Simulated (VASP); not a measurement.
# Ti (I4/mmm) in VASP: single point with PBE

Aim: the single point of Ti with PBE.

All numbers are computed with VASP 6.6.1; they aren't measurements. Logs are shortened: lines on timing, memory, paths and dates and some standing lists are left out, and cuts for length are marked.

## 1. The cell of the first run

It takes space group I4/mmm (No. 139, tetragonal). Conventional cell: a = 2.844 Å, b = 2.844 Å, c = 4.266 Å, α = 90.00°, β = 90.00°, γ = 90.00°. Within 3.7 Å of Ti (site symmetry 4/mmm) lie 12 Ti at 2.84 to 2.93 Å.

## 2. Single point, PBE

Input file INCAR:

```
ALGO = Fast
EDIFF = 1E-7
ENCUT = 520
GGA = PE
ISIF = 2
ISMEAR = 0
LASPH = T
LCHARG = T
LELF = T
LREAL = F
LVHAR = T
LWAVE = F
NBANDS = 12
NELM = 60
PREC = Accurate
SIGMA = 0.15
```

Input file KPOINTS:

```
k-points
0
Gamma
  28 28 28
```

Input file POSCAR:

```
Ti
1.0
   -1.4219730157      1.4219730157      2.1329595236
    1.4219730157     -1.4219730157      2.1329595236
    1.4219730157      1.4219730157     -2.1329595236
Ti
1
Direct
    0.0000000000      0.0000000000      0.0000000000
```

Potentials or basis: VASP PAW PBE potentials, release 64 (Ti_sv).

On the command line:

```sh
$ cat potpaw_PBE.64/Ti_sv/POTCAR > POTCAR
$ mpirun -np 1 vasp_std > vasp.out
```

OUTCAR:

```text
EDIFF = 1E-7
   ENCUT = 520
   GGA = PE
   ISIF = 2
   ISMEAR = 0
   LASPH = T
   LREAL = F
   NELM = 60
   PREC = Accurate

 ion  position               nearest neighbor table
   1  0.000  0.000  0.000-

  LATTYP: Found a body centered tetragonal cell.
 ALAT       =     2.8439460314
 C/A-ratio  =     1.5000000000

  Lattice vectors:

 A1 = (  -1.4219730157,   1.4219730157,   2.1329595236)
 A2 = (   1.4219730157,  -1.4219730157,   2.1329595236)
 A3 = (   1.4219730157,   1.4219730157,  -2.1329595236)

Analysis of symmetry for initial positions (statically):
=====================================================================
 Subroutine PRICEL returns:
 Original cell was already a primitive cell.

 Routine SETGRP: Setting up the symmetry group for a
 body centered tetragonal supercell.

 Subroutine GETGRP returns: Found 16 space group operations
 (whereof 16 operations were pure point group operations)
 out of a pool of 16 trial point group operations.

The static configuration has the point symmetry D_4h.

Analysis of symmetry for dynamics (positions and initial velocities):
=====================================================================
 Subroutine PRICEL returns:
 Original cell was already a primitive cell.

 Routine SETGRP: Setting up the symmetry group for a
 body centered tetragonal supercell.

 Subroutine GETGRP returns: Found 16 space group operations
 (whereof 16 operations were pure point group operations)
 out of a pool of 16 trial point group operations.

The dynamic configuration has the point symmetry D_4h.

 Subroutine INISYM returns: Found 16 space group operations
 (whereof 16 operations are pure point group operations),
 and found     1 'primitive' translations

----------------------------------------------------------------------------------------

                                     Primitive cell

  volume of cell :      17.2514

  direct lattice vectors                    reciprocal lattice vectors
    -1.421973016  1.421973016  2.132959524     0.000000000  0.351624113  0.234416075
     1.421973016 -1.421973016  2.132959524     0.351624113  0.000000000  0.234416075
     1.421973016  1.421973016 -2.132959524     0.351624113  0.351624113  0.000000000

  length of vectors
     2.931472470  2.931472470  2.931472470     0.422599589  0.422599589  0.497271589

  position of ions in fractional coordinates (direct lattice)
     0.000000000  0.000000000  0.000000000

  ion indices of the primitive-cell ions
   primitive index   ion index
                 1           1

----------------------------------------------------------------------------------------

 KPOINTS: k-points

Automatic generation of k-mesh.
 Grid dimensions read from file:
 generate k-points for:   28   28   28

 Generating k-lattice:

  Cartesian coordinates                     Fractional coordinates (reciprocal lattice)
     0.000000000  0.012558004  0.008372003     0.035714286  0.000000000  0.000000000
     0.012558004  0.000000000  0.008372003     0.000000000  0.035714286  0.000000000
     0.012558004  0.012558004  0.000000000     0.000000000  0.000000000  0.035714286

  Length of vectors
     0.015092842  0.015092842  0.017759700

  Shift w.r.t. Gamma in fractional coordinates (k-lattice)
     0.000000000  0.000000000  0.000000000

 Subroutine IBZKPT returns following result:
 ===========================================

 Found   1639 irreducible k-points:

 Following reciprocal coordinates:
            Coordinates               Weight
  0.000000  0.000000  0.000000      1.000000
  0.035714  0.000000  0.000000      8.000000
  0.071429  0.000000  0.000000      8.000000
  0.107143  0.000000  0.000000      8.000000
  0.142857  0.000000 -0.000000      8.000000
  0.178571  0.000000 -0.000000      8.000000
[... 16 lines left out ...]
  0.285714  0.035714 -0.000000     16.000000
  0.321429  0.035714  0.000000     16.000000
 [... further k-points ...]
   k-points           NKPTS =   1639   k-points in BZ     NKDIM =   1639   number of bands    NBANDS=     12
   number of dos      NEDOS =    301   number of ions     NIONS =      1
   total plane-waves  NPLWV =  13824
   dimension x,y,z NGX =    24 NGY =   24 NGZ =   24
   dimension x,y,z NGXF=    48 NGYF=   48 NGZF=   48
   ions per type =               1
   NGX,Y,Z   is equivalent  to a cutoff of  13.61, 13.61, 13.61 a.u.
   NGXF,Y,Z  is equivalent  to a cutoff of  27.22, 27.22, 27.22 a.u.
 SYSTEM =  unknown system
   PREC   = accura    normal or accurate (medium, high low for compatibility)
   ISTART =      0    job   : 0-new  1-cont  2-samecut
   ICHARG =      2    charge: 1-file 2-atom 10-const
   ISPIN  =      1    spin polarized calculation?
   LNONCOLLINEAR =      F non collinear calculations
   LSORBIT =      F    spin-orbit coupling
   LASPH  =      T    aspherical Exc in radial PAW
   ENCUT  =  520.0 eV  38.22 Ry    6.18 a.u.   5.45  5.45  5.45*2*pi/ulx,y,z
   NELM   =     60;   NELMIN=  2; NELMDL= -5     # of ELM steps
   EDIFF  = 0.1E-06   stopping-criterion for ELM
   LREAL  =      F    real-space projection
   EDIFFG = 0.1E-05   stopping-criterion for IOM
   NSW    =      0    number of steps for IOM
   IBRION =     -1    ionic relax: 0-MD 1-quasi-New 2-CG
   NFREE  =      0    steps in history (QN), initial steepest desc. (CG)
   ISIF   =      2    stress and relaxation
   ISYM   =      2    0-nonsym 1-usesym 2-fastsym
   POTIM  = 0.5000    time-step for ionic-motion
   TEBEG  =    0.0;   TEEND  =   0.0 temperature during run
   PSTRESS=    0.0 pullay stress
   NELECT =      12.0000    total number of electrons
   NUPDOWN=      -1.0000    fix difference up-down
   EMIN   =  10.00;   EMAX   =-10.00  energy-range for DOS
   EFERMI =   0.00;   METHOD = LEGACY
   ISMEAR =     0;   SIGMA  =   0.15  broadening in eV -4-tet -1-fermi 0-gaus
   EFERMI_NEDOS =   21; number of points for ismear=-14 and -15
   IALGO  =     68    algorithm
   IMIX   =      4    mixing-type and parameters
     AMIX     =   0.40;   BMIX     =  1.00
     AMIX_MAG =   1.60;   BMIX_MAG =  1.00
  volume/ion in A,a.u.               =      17.25       116.42
  Fermi-wavevector in a.u.,A,eV,Ry     =   1.450530  2.741105 28.627177  2.104038
  Thomas-Fermi vector in A             =   2.568132
   LORBIT       =      0    0 simple, 1 ext, 2 COOP (PROOUT), +10 PAW based schemes
   GGA     = PE    functional components
   LHFCALC =     F    Hartree Fock is set to
   AEXX    =    0.0000 exact exchange contribution
   IVDW    =     0    specifies the selected vdW correction
   LEPSILON=     F    determine dielectric tensor
   LRPA    =     F    only Hartree local field effects (RPA)
 non-spin polarized calculation
 RMM-DIIS sequential band-by-band and
 Gauss-broadening in eV      SIGMA  =   0.15
  energy-cutoff  :      520.00
  volume of cell :       17.25
 maximum number of plane-waves:       488
 NGX is ok and might be reduce to    24
   NGX = 11   NGY = 11   NGZ = 11

 number of electron      12.0000002 magnetization

 Free energy of the ion-electron system (eV)
  ---------------------------------------------------
  ext. energy  EPLUGINS =         0.00000000
  ---------------------------------------------------
  free energy    TOTEN  =        -7.78313561 eV

  energy without entropy =       -7.76254476  energy(sigma->0) =       -7.77284018

 E-fermi :   8.2810     XC(G=0): -11.5303

 val. band max:        8.2808031714   @ k =   0.3214   0.0000   0.0000
 cond. band min:       8.2813278847   @ k =  -0.3214   0.4286   0.1429
 fundamental gap:      0.0005247133
 Fermi energy:         8.2809966425

 k-point     1 :       0.0000    0.0000    0.0000
  band No.  band energies     occupation
      1     -48.4077      2.00000
      2     -24.2661      2.00000
      3     -24.2540      2.00000
      4     -24.2540      2.00000
      5       2.1811      2.00000
      6       8.8625      0.00000
      7       9.3463      0.00000
      8       9.3463      0.00000
      9      10.5158      0.00000
     10      11.0776      0.00000
     11      23.6314      0.00000
     12      27.1817      0.00000

 k-point     2 :       0.0357    0.0000    0.0000
  band No.  band energies     occupation
      1     -48.4061      2.00000
      2     -24.2707      2.00000
      3     -24.2598      2.00000
      4     -24.2548      2.00000
      5       2.2230      2.00000
      6       8.8671      0.00000
      7       9.3304      0.00000
      8       9.3617      0.00000
      9      10.5087      0.00000
     10      11.0646      0.00000
     11      23.6669      0.00000
     12      27.0908      0.00000

 k-point     3 :       0.0714    0.0000    0.0000
  band No.  band energies     occupation
      1     -48.4015      2.00000
      2     -24.2937      2.00000
      3     -24.2674      2.00000
      4     -24.2571      2.00000
      5       2.3473      2.00000
      6       8.8709      0.00000
      7       9.2922      0.00000
      8       9.4060      0.00000
      9      10.4913      0.00000
     10      11.0281      0.00000
     11      23.7578      0.00000
     12      26.6330      0.00000

 k-point     4 :       0.1071    0.0000    0.0000
  band No.  band energies     occupation
      1     -48.3940      2.00000
      2     -24.3352      2.00000
      3     -24.2749      2.00000
      4     -24.2607      2.00000
      5       2.5508      2.00000
      6       8.8444      0.00000
      7       9.2598      0.00000
      8       9.4732      0.00000
      9      10.4753      0.00000
     10      10.9763      0.00000
     11      23.8456      0.00000
     12      25.8189      0.00000

 k-point     5 :       0.1429    0.0000   -0.0000
  band No.  band energies     occupation
      1     -48.3841      2.00000
      2     -24.3909      2.00000
      3     -24.2841      2.00000
      4     -24.2656      2.00000
      5       2.8271      2.00000
      6       8.7615      0.00001
      7       9.2551      0.00000
      8       9.5519      0.00000
      9      10.4799      0.00000
     10      10.9232      0.00000
     11      23.7569      0.00000
     12      25.0447      0.00000
[... 228 lines left out ...]
      1     -48.3538      2.00000
      2     -24.5531      2.00000
      3     -24.3125      2.00000
      4     -24.2860      2.00000
      5       3.7188      2.00000
      6       8.4286      0.16397
      7       9.2578      0.00000
      8       9.6666      0.00000
      9      10.5794      0.00000
     10      11.0228      0.00000
     11      21.9981      0.00000
     12      24.4456      0.00000

 k-point    22 :       0.2500    0.0357    0.0000
  band No.  band energies     occupation
      1     -48.3397      2.00000
      2     -24.6290      2.00000
      3     -24.3250      2.00000
      4     -24.2933      2.00000
      5       4.1461      2.00000
      6       8.3243      0.68307
      7       9.1908      0.00000
      8       9.6485      0.00000
      9      10.7494      0.00000
     10      11.1328      0.00000
     11      21.0190      0.00000
     12      24.2266      0.00000

 k-point    23 :       0.2857    0.0357   -0.0000
  band No.  band energies     occupation
      1     -48.3259      2.00000
      2     -24.7033      2.00000
      3     -24.3373      2.00000
      4     -24.3003      2.00000
      5       4.5717      2.00000
      6       8.2657      1.11493
      7       9.1110      0.00000
      8       9.5940      0.00000
      9      10.9595      0.00000
     10      11.2852      0.00000
     11      20.0513      0.00000
     12      23.9380      0.00000

 k-point    24 :       0.3214    0.0357    0.0000
  band No.  band energies     occupation
      1     -48.3129      2.00000
      2     -24.7723      2.00000
      3     -24.3488      2.00000
      4     -24.3067      2.00000
      5       4.9612      2.00000
      6       8.2756      1.04043
      7       9.0312      0.00000
      8       9.5217      0.00000
      9      11.1866      0.00000
     10      11.4586      0.00000
     11      19.1237      0.00000
     12      23.6229      0.00000

 [... further k-points ...]

------------------------ aborting loop because EDIFF is reached ----------------------------------------

  FORCE on cell =-STRESS in cart. coord.  units (eV):
  Direction    XX          YY          ZZ          XY          YZ          ZX
  --------------------------------------------------------------------------------------
  -------------------------------------------------------------------------------------
  Total        0.1316971      0.1316971     -0.0807678      0.0000000      0.0000000      0.0000000
  in kB       12.2309852     12.2309852     -7.5010731      0.0000000      0.0000000      0.0000000
  external PRESSURE =       5.6536324 kB  Pullay stress =       0.0000000 kB

 VOLUME and BASIS-vectors are now :
 -----------------------------------------------------------------------------
  energy-cutoff  :      520.00
  volume of cell :       17.25
      direct lattice vectors                 reciprocal lattice vectors
    -1.421973016  1.421973016  2.132959524     0.000000000  0.351624113  0.234416075
     1.421973016 -1.421973016  2.132959524     0.351624113  0.000000000  0.234416075
     1.421973016  1.421973016 -2.132959524     0.351624113  0.351624113  0.000000000

 POSITION                                       TOTAL-FORCE (eV/Angst)
 -----------------------------------------------------------------------------------
      0.00000      0.00000      0.00000        -0.000000     -0.000000      0.000000
 -----------------------------------------------------------------------------------
    total drift:                                0.000000      0.000000     -0.000000

  FREE ENERGIE OF THE ION-ELECTRON SYSTEM (eV)
  ---------------------------------------------------
  free  energy   TOTEN  =        -7.7831356107 eV

  energy  without entropy=       -7.7625447567  energy(sigma->0) =       -7.77284018
```

It took 4.6 min on 1 thread of Intel Xeon 6975P-C (Granite Rapids), shared host; peak memory 0.43 GiB.

What came out:

| Item | Value |
| --- | --- |
| Free energy | -7.7831 eV |
| Pressure | 0.6 GPa |
| Band gap on the k mesh | zero (band 6 reaches 9.02 eV, above the bottom of band 7 at 7.72 eV) |
